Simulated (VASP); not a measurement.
# ZnS (Imm2) in VASP: notebook

ZnS is run at these levels: PBE; tasks: single point.

Program: VASP 6.6.1. These are calculated values, not measurements. Logs are shortened: lines on timing, memory, paths and dates and some standing lists are left out, and cuts for length are marked.

## (1) The cell of the first run

It takes space group Imm2 (No. 44, orthorhombic). Conventional cell: a = 3.829 Å, b = 3.925 Å, c = 5.415 Å, α = 90.00°, β = 90.00°, γ = 90.00°. Zn (site symmetry mm2) has 4 S at 2.35 to 2.38 Å within 3.1 Å. S (site symmetry mm2) has 4 Zn at 2.35 to 2.38 Å within 3.1 Å.

## (2) Single point, PBE (uniaxial strain along a: +2.0 %)

Contents of INCAR:

```
ALGO = Normal ; EDIFF = 1E-6
ENCUT = 520 ; GGA = PE
ISIF = 2 ; ISMEAR = 0
LASPH = True ; LCHARG = False
LREAL = False ; LWAVE = False
NBANDS = 26 ; NELM = 80
PREC = Accurate ; SIGMA = 0.02
```

Contents of KPOINTS:

```
k-points
0
Gamma
  8 8 6
```

Contents of POSCAR:

```
ZnS
1.0
    2.7755774997      2.7755774997      0.0000000000
   -2.7075486394      2.7075486394      0.0000000000
    0.0000000000      0.0000000000      5.4150972788
Zn S
2 2
Direct
    0.0000000000      0.0000000000     -0.0007849774
    0.5000000000      0.5000000000      0.4992150226
    0.5000000000      0.0000000000      0.7507849774
    0.0000000000      0.5000000000      0.2507849774
```

Potentials or basis: VASP PAW PBE potentials, release 64 (Zn, S).

Launch:

```sh
> cat potpaw_PBE.64/Zn/POTCAR potpaw_PBE.64/S/POTCAR > POTCAR
> mpirun -np 1 vasp_std > vasp.out
```

OUTCAR:

```text
EDIFF = 1E-6
   ENCUT = 520
   GGA = PE
   ISIF = 2
   ISMEAR = 0
   LASPH = True
   LREAL = False
   NELM = 80
   PREC = Accurate

 ion  position               nearest neighbor table
   1  0.000  0.000  0.999-   4 2.35   4 2.35   3 2.38   3 2.38
   2  0.500  0.500  0.499-   3 2.35   3 2.35   4 2.38   4 2.38
   3  0.500  0.000  0.751-   2 2.35   2 2.35   1 2.38   1 2.38
   4  0.000  0.500  0.251-   1 2.35   1 2.35   2 2.38   2 2.38

  LATTYP: Found a simple orthorhombic cell.
 ALAT       =     3.8290520066
 B/A-ratio  =     1.0251256281
 C/A-ratio  =     1.4142135624

  Lattice vectors:

 A1 = (   2.7075486394,  -2.7075486394,   0.0000000000)
 A2 = (   2.7755774997,   2.7755774997,   0.0000000000)
 A3 = (   0.0000000000,   0.0000000000,   5.4150972788)

Analysis of symmetry for initial positions (statically):
=====================================================================
 Subroutine PRICEL returns following result:

  LATTYP: Found a body centered orthorhombic cell.
 ALAT       =     3.8290520066
 B/A-ratio  =     1.0251256281
 C/A-ratio  =     1.4142135624

  Lattice vectors:

 A1 = (   2.7415630695,   0.0340144301,  -2.7075486394)
 A2 = (  -2.7415630695,  -0.0340144301,  -2.7075486394)
 A3 = (   0.0340144301,   2.7415630695,   2.7075486394)

   2 primitive cells build up your supercell.

 Routine SETGRP: Setting up the symmetry group for a
 simple orthorhombic supercell.

 Subroutine GETGRP returns: Found  4 space group operations
 (whereof  4 operations were pure point group operations)
 out of a pool of  8 trial point group operations.

The static configuration has the point symmetry C_2v.

Analysis of symmetry for dynamics (positions and initial velocities):
=====================================================================
 Subroutine PRICEL returns following result:

  LATTYP: Found a body centered orthorhombic cell.
 ALAT       =     3.8290520066
 B/A-ratio  =     1.0251256281
 C/A-ratio  =     1.4142135624

  Lattice vectors:

 A1 = (   2.7415630695,   0.0340144301,  -2.7075486394)
 A2 = (  -2.7415630695,  -0.0340144301,  -2.7075486394)
 A3 = (   0.0340144301,   2.7415630695,   2.7075486394)

   2 primitive cells build up your supercell.

 Routine SETGRP: Setting up the symmetry group for a
 simple orthorhombic supercell.

 Subroutine GETGRP returns: Found  4 space group operations
 (whereof  4 operations were pure point group operations)
 out of a pool of  8 trial point group operations.

The dynamic configuration has the point symmetry C_2v.

 Subroutine INISYM returns: Found  4 space group operations
 (whereof  4 operations are pure point group operations),
 and found     2 'primitive' translations

----------------------------------------------------------------------------------------

                                     Primitive cell

  volume of cell :      40.6945

  direct lattice vectors                    reciprocal lattice vectors
     2.741563070  0.034014430 -2.707548639     0.180142691  0.180142691 -0.184668889
    -2.741563070 -0.034014430 -2.707548639    -0.184668889  0.184668889 -0.184668889
     0.034014430  2.741563070  2.707548639    -0.004526198  0.364811580  0.000000000

  length of vectors
     3.853329039  3.853329039  3.853329039     0.314651199  0.319855899  0.364839657

  position of ions in fractional coordinates (direct lattice)
     0.000784977  0.000784977  0.000000000
     0.749215023  0.249215023  0.500000000

  ion indices of the primitive-cell ions
   primitive index   ion index
                 1           1
                 2           3

----------------------------------------------------------------------------------------

 KPOINTS: k-points

Automatic generation of k-mesh.
 Grid dimensions read from file:
 generate k-points for:    8    8    6

 Generating k-lattice:

  Cartesian coordinates                     Fractional coordinates (reciprocal lattice)
     0.022517836  0.022517836  0.000000000     0.125000000  0.000000000  0.000000000
    -0.023083611  0.023083611  0.000000000     0.000000000  0.125000000  0.000000000
     0.000000000  0.000000000  0.030778148     0.000000000  0.000000000  0.166666667

  Length of vectors
     0.031845030  0.032645156  0.030778148

  Shift w.r.t. Gamma in fractional coordinates (k-lattice)
     0.000000000  0.000000000  0.000000000

 Subroutine IBZKPT returns following result:
 ===========================================

 Found    100 irreducible k-points:

 Following reciprocal coordinates:
            Coordinates               Weight
  0.000000  0.000000  0.000000      1.000000
  0.125000  0.000000  0.000000      2.000000
  0.250000  0.000000  0.000000      2.000000
  0.375000  0.000000  0.000000      2.000000
  0.500000  0.000000  0.000000      1.000000
  0.000000  0.125000  0.000000      2.000000
[... 16 lines left out ...]
  0.250000  0.500000  0.000000      2.000000
  0.375000  0.500000  0.000000      2.000000
 [... further k-points ...]
   k-points           NKPTS =    100   k-points in BZ     NKDIM =    100   number of bands    NBANDS=     26
   number of dos      NEDOS =    301   number of ions     NIONS =      4
   total plane-waves  NPLWV =  33600
   dimension x,y,z NGX =    30 NGY =   28 NGZ =   40
   dimension x,y,z NGXF=    60 NGYF=   56 NGZF=   80
   ions per type =               2   2
   NGX,Y,Z   is equivalent  to a cutoff of  12.71, 12.16, 12.28 a.u.
   NGXF,Y,Z  is equivalent  to a cutoff of  25.41, 24.31, 24.56 a.u.
 SYSTEM =  unknown system
   PREC   = accura    normal or accurate (medium, high low for compatibility)
   ISTART =      0    job   : 0-new  1-cont  2-samecut
   ICHARG =      2    charge: 1-file 2-atom 10-const
   ISPIN  =      1    spin polarized calculation?
   LNONCOLLINEAR =      F non collinear calculations
   LSORBIT =      F    spin-orbit coupling
   LASPH  =      T    aspherical Exc in radial PAW
   ENCUT  =  520.0 eV  38.22 Ry    6.18 a.u.   7.30  7.12 10.07*2*pi/ulx,y,z
   NELM   =     80;   NELMIN=  2; NELMDL= -5     # of ELM steps
   EDIFF  = 0.1E-05   stopping-criterion for ELM
   LREAL  =      F    real-space projection
   EDIFFG = 0.1E-04   stopping-criterion for IOM
   NSW    =      0    number of steps for IOM
   IBRION =     -1    ionic relax: 0-MD 1-quasi-New 2-CG
   NFREE  =      0    steps in history (QN), initial steepest desc. (CG)
   ISIF   =      2    stress and relaxation
   ISYM   =      2    0-nonsym 1-usesym 2-fastsym
   POTIM  = 0.5000    time-step for ionic-motion
   TEBEG  =    0.0;   TEEND  =   0.0 temperature during run
   PSTRESS=    0.0 pullay stress
   NELECT =      36.0000    total number of electrons
   NUPDOWN=      -1.0000    fix difference up-down
   EMIN   =  10.00;   EMAX   =-10.00  energy-range for DOS
   EFERMI =   0.00;   METHOD = LEGACY
   ISMEAR =     0;   SIGMA  =   0.02  broadening in eV -4-tet -1-fermi 0-gaus
   EFERMI_NEDOS =   21; number of points for ismear=-14 and -15
   IALGO  =     38    algorithm
   IMIX   =      4    mixing-type and parameters
     AMIX     =   0.40;   BMIX     =  1.00
     AMIX_MAG =   1.60;   BMIX_MAG =  1.00
  volume/ion in A,a.u.               =      20.35       137.31
  Fermi-wavevector in a.u.,A,eV,Ry     =   1.247346  2.357143 21.168934  1.555873
  Thomas-Fermi vector in A             =   2.381483
   LORBIT       =      0    0 simple, 1 ext, 2 COOP (PROOUT), +10 PAW based schemes
   GGA     = PE    functional components
   LHFCALC =     F    Hartree Fock is set to
   AEXX    =    0.0000 exact exchange contribution
   IVDW    =     0    specifies the selected vdW correction
   LEPSILON=     F    determine dielectric tensor
   LRPA    =     F    only Hartree local field effects (RPA)
 non-spin polarized calculation
 Gauss-broadening in eV      SIGMA  =   0.02
  energy-cutoff  :      520.00
  volume of cell :       81.39
 maximum number of plane-waves:      2216
 NGX is ok and might be reduce to    30
   NGX = 15   NGY = 15   NGZ = 21

 number of electron      35.9999995 magnetization

 Free energy of the ion-electron system (eV)
  ---------------------------------------------------
  ext. energy  EPLUGINS =         0.00000000
  ---------------------------------------------------
  free energy    TOTEN  =       -13.69538809 eV

  energy without entropy =      -13.69538809  energy(sigma->0) =      -13.69538809

 E-fermi :   1.9813     XC(G=0):  -9.4853

 val. band max:        1.8580695652   @ k =   0.0000   0.0000   0.0000
 cond. band min:       3.7963446637   @ k =   0.0000   0.0000   0.0000
 fundamental gap:      1.9382750985
 Fermi energy:         1.9812527644

 k-point     1 :       0.0000    0.0000    0.0000
  band No.  band energies     occupation
      1     -11.1063      2.00000
      2      -9.9304      2.00000
      3      -4.4038      2.00000
      4      -4.3987      2.00000
      5      -4.3963      2.00000
      6      -4.3935      2.00000
[... 18 lines left out ...]
     25      12.6759      0.00000
     26      13.4645      0.00000

 k-point     2 :       0.1250    0.0000    0.0000
  band No.  band energies     occupation
      1     -11.0351      2.00000
      2      -9.9358      2.00000
      3      -4.3957      2.00000
      4      -4.3930      2.00000
      5      -4.3767      2.00000
      6      -4.3652      2.00000
[... 18 lines left out ...]
     25      12.0587      0.00000
     26      12.8118      0.00000

 k-point     3 :       0.2500    0.0000    0.0000
  band No.  band energies     occupation
      1     -10.8376      2.00000
      2      -9.9707      2.00000
      3      -4.3761      2.00000
      4      -4.3628      2.00000
      5      -4.3377      2.00000
      6      -4.3082      2.00000
[... 18 lines left out ...]
     25      11.2096      0.00000
     26      11.5894      0.00000

 k-point     4 :       0.3750    0.0000    0.0000
  band No.  band energies     occupation
      1     -10.5624      2.00000
      2     -10.0781      2.00000
      3      -4.3182      2.00000
      4      -4.3024      2.00000
      5      -4.2913      2.00000
      6      -4.2813      2.00000
[... 18 lines left out ...]
     25      10.2693      0.00000
     26      10.5700      0.00000
[... 496 lines left out ...]
      1     -10.1958      2.00000
      2     -10.1958      2.00000
      3      -4.2767      2.00000
      4      -4.2767      2.00000
      5      -4.2451      2.00000
      6      -4.2451      2.00000
[... 18 lines left out ...]
     25      10.8321      0.00000
     26      10.8321      0.00000

 k-point    23 :       0.2500    0.5000    0.0000
  band No.  band energies     occupation
      1     -10.0971      2.00000
      2     -10.0971      2.00000
      3      -4.3351      2.00000
      4      -4.3351      2.00000
      5      -4.1809      2.00000
      6      -4.1809      2.00000
[... 18 lines left out ...]
     25      12.1912      0.00000
     26      12.1929      0.00000

 k-point    24 :       0.3750    0.5000    0.0000
  band No.  band energies     occupation
      1      -9.9930      2.00000
      2      -9.9930      2.00000
      3      -4.3821      2.00000
      4      -4.3821      2.00000
      5      -4.1133      2.00000
      6      -4.1133      2.00000
[... 18 lines left out ...]
     25      13.0513      0.00000
     26      13.0673      0.00000

 [... further k-points ...]
[... 5 lines left out ...]
  --------------------------------------------------------------------------------------
  -------------------------------------------------------------------------------------
  Total       -0.3117795     -0.3117795     -0.0700519     -0.6953013      0.0000000      0.0000000
  in kB       -6.1375115     -6.1375115     -1.3790008    -13.6872992      0.0000000      0.0000000
  external PRESSURE =      -4.5513412 kB  Pullay stress =       0.0000000 kB

 VOLUME and BASIS-vectors are now :
 -----------------------------------------------------------------------------
  energy-cutoff  :      520.00
  volume of cell :       81.39
      direct lattice vectors                 reciprocal lattice vectors
     2.775577500  2.775577500  0.000000000     0.180142691  0.180142691  0.000000000
    -2.707548639  2.707548639  0.000000000    -0.184668889  0.184668889  0.000000000
     0.000000000  0.000000000  5.415097279     0.000000000  0.000000000  0.184668889

 POSITION                                       TOTAL-FORCE (eV/Angst)
 -----------------------------------------------------------------------------------
      0.00000      0.00000      5.41085         0.000000      0.000000     -0.070606
      0.03401      2.74156      2.70330         0.000000     -0.000000     -0.070606
      1.38779      1.38779      4.06557         0.000000      0.000000      0.070606
     -1.35377      1.35377      1.35803        -0.000000      0.000000      0.070606
 -----------------------------------------------------------------------------------
    total drift:                               -0.000000      0.000000      0.000307

  FREE ENERGIE OF THE ION-ELECTRON SYSTEM (eV)
  ---------------------------------------------------
  free  energy   TOTEN  =       -13.6953880914 eV

  energy  without entropy=      -13.6953880914  energy(sigma->0) =      -13.69538809
```

It took 3.7 min on 1 thread of AMD EPYC 7R43 (Zen 3), shared host; peak memory 0.25 GiB.

What came out:

- Free energy: -13.6954 eV
- Pressure: -0.5 GPa
- Largest force: 0.071 eV/Å
- Band gap on the k mesh: 1.94 eV

Forces on the atoms (eV/Å):
```
Zn   0.000  0.000 -0.071
Zn   0.000  0.000 -0.071
S    0.000  0.000  0.071
S    0.000  0.000  0.071
```

Stress tensor (GPa, compression positive):
```
-0.61 -1.37  0.00
-1.37 -0.61  0.00
 0.00  0.00 -0.14
```

Levels at points of the mesh, in eV from the valence-band top:
| k point | band 15 | band 16 | band 17 | band 18 | band 19 | band 20 | band 21 | band 22 |
| --- | --- | --- | --- | --- | --- | --- | --- | --- |
| (0.00, 0.00, 0.00) | -2.07 | -0.09 | -0.01 | 0.00 | 1.94 | 3.35 | 4.01 | 6.22 |
| (0.50, 0.00, 0.00) | -2.41 | -2.41 | -0.86 | -0.86 | 4.80 | 4.80 | 6.58 | 6.58 |
| (0.00, 0.50, 0.00) | -2.38 | -2.38 | -0.99 | -0.99 | 4.56 | 4.56 | 6.61 | 6.61 |
| (0.50, 0.50, 0.00) | -2.13 | -2.13 | -2.11 | -2.11 | 3.46 | 3.46 | 4.08 | 4.08 |
| (0.00, 0.00, 0.50) | -1.32 | -1.32 | -1.14 | -1.14 | 4.29 | 4.29 | 4.59 | 4.59 |
| (0.50, 0.00, 0.50) | -0.82 | -0.82 | -0.80 | -0.80 | 3.29 | 3.29 | 6.95 | 6.95 |
| (0.00, 0.50, 0.50) | -0.95 | -0.95 | -0.85 | -0.85 | 3.13 | 3.13 | 6.74 | 6.74 |
| (0.50, 0.50, 0.50) | -2.64 | -2.64 | -2.62 | -2.62 | 5.73 | 5.73 | 5.91 | 5.91 |

Caveat: the cell differs from its parent crystal (uniaxial strain along a: +2.0 %).

## (3) Single point, PBE (uniaxial strain along a: +3.0 %)

Contents of INCAR:

```
SYSTEM = ZnS
PREC = Accurate
ENCUT = 520
EDIFF = 1E-6
ISMEAR = 0
SIGMA = 0.02
LREAL = .FALSE.
LASPH = .TRUE.
NELM = 60
ALGO = Normal
ISIF = 2
LWAVE = .FALSE.
LCHARG = .FALSE.
GGA = PE
NBANDS = 26
```

Contents of KPOINTS:

```
Automatic mesh
0
G
  8 8 6
  0 0 0
```

Contents of POSCAR:

```
ZnS
1.0
    2.8027890438      2.8027890438      0.0000000000
   -2.7007457534      2.7007457534      0.0000000000
    0.0000000000      0.0000000000      5.4014915067
Zn S
2 2
Direct
    0.0000000000      0.0000000000     -0.0015534609
    0.5000000000      0.5000000000      0.4984465391
    0.5000000000      0.0000000000      0.7515534609
    0.0000000000      0.5000000000      0.2515534609
```

Potentials or basis: VASP PAW PBE potentials, release 64 (Zn, S).

Launch:

```sh
> cat potpaw_PBE.64/Zn/POTCAR potpaw_PBE.64/S/POTCAR > POTCAR
> mpirun -np 1 vasp_std > vasp.out
```

Run time: 3.6 min. Hardware: 1 thread of AMD EPYC 7R43 (Zen 3), shared host; peak memory 0.25 GiB.

It converged, with:

| Item | Value |
| --- | --- |
| Free energy | -13.6837 eV |
| Pressure | -0.8 GPa |
| Largest force | 0.079 eV/Å |
| Band gap on the k mesh | 1.89 eV |

Forces in eV/Å, atoms in the order of the input:
```
Zn   0.000  0.000 -0.079
Zn   0.000  0.000 -0.079
S    0.000  0.000  0.079
S    0.000  0.000  0.079
```

Stress tensor (GPa, compression positive):
```
-0.99 -1.93  0.00
-1.93 -0.99  0.00
 0.00  0.00 -0.29
```

Levels at points of the mesh, in eV from the valence-band top:
```csv
k point,band 16,band 17,band 18,band 19,band 20,band 21
"(0.00, 0.00, 0.00)",-0.15,-0.03,0.00,1.89,3.27,4.01
"(0.50, 0.00, 0.00)",-2.41,-0.86,-0.86,4.81,4.81,6.54
"(0.00, 0.50, 0.00)",-2.35,-1.05,-1.05,4.45,4.45,6.57
"(0.50, 0.50, 0.00)",-2.13,-2.09,-2.09,3.46,3.46,4.08
"(0.00, 0.00, 0.50)",-1.39,-1.12,-1.12,4.20,4.20,4.63
"(0.50, 0.00, 0.50)",-0.82,-0.79,-0.79,3.31,3.31,6.96
"(0.00, 0.50, 0.50)",-1.01,-0.86,-0.86,3.05,3.05,6.64
"(0.50, 0.50, 0.50)",-2.64,-2.62,-2.62,5.73,5.73,5.88
```

Caveat: the cell differs from its parent crystal (uniaxial strain along a: +3.0 %).
